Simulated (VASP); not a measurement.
Write the native input for VASP 6.6.1 that does the following.

| Quantity | Value |
| --- | --- |
| Task | single point |
| Functional | LDA |
| Potentials or basis | VASP PAW LDA potentials, release 64 (Al, O) |
| Cutoff | 520 eV |
| k mesh | 12 × 12 × 4 |
| Occupations | gaussian, width 0.05 eV |
| Spin | no spin polarisation |
| Dipole correction | no |
| Further INCAR settings | ALGO = Normal; EDIFF = 1e-06; NBANDS = 20 |

The structure of Al2O3 lies in POSCAR:

```
Al2O3
1.0
    2.8410600741      0.0000000000      0.0000000000
   -1.4205300371      2.4604301978      0.0000000000
    0.0000000000      0.0000000000      9.1967031431
Al O
2 3
Direct
    0.0000000000      0.0000000000      0.1499923300
    0.0000000000      0.0000000000      0.8500076700
    0.3333333333      0.6666666667      0.2223169200
    0.6666666667      0.3333333333      0.0000000000
    0.3333333333      0.6666666667      0.7776830800
```

This cell differs from its parent crystal: strain -0.015 along x and y, -0.015 along z.

The input as run:

INCAR

```
SYSTEM = Al2O3
PREC     = Accurate       ! precision mode
ENCUT    = 520            ! plane-wave cutoff, eV
EDIFF    = 1E-6           ! SCF threshold, eV
ISMEAR   = 0              ! smearing method
SIGMA    = 0.05           ! smearing width, eV
LREAL    = .False.        ! projectors in reciprocal space
LASPH    = .True.         ! aspherical terms in the spheres
NELM     = 60             ! most SCF steps
ALGO     = Normal         ! electronic algorithm
ISIF     = 2              ! what is computed and relaxed
LWAVE    = .False.        ! write WAVECAR
LCHARG   = .False.        ! write CHGCAR
GGA      = CA             ! functional
NBANDS   = 20             ! bands
```

KPOINTS

```
regular mesh
0
Gamma
  12 12 4
  0 0 0
```

Potentials or basis: VASP PAW LDA potentials, release 64 (Al, O).

Command:

```console
$ cat potpaw_LDA.64/Al/POTCAR potpaw_LDA.64/O/POTCAR > POTCAR
$ mpirun -np 1 vasp_std > vasp.out
```

Results of the run:

- Pressure: 0.2 GPa
- Largest force: 0.141 eV/Å
- Band gap on the k mesh: 5.14 eV, indirect (least direct gap 5.42 eV)

Caveat: the cell differs from its parent crystal (strain -0.015 along x and y, -0.015 along z).

It took 43 s on 1 thread of AMD EPYC 9R45 96-Core Processor (Zen 5) (shared host), peak memory 0.16 GiB.
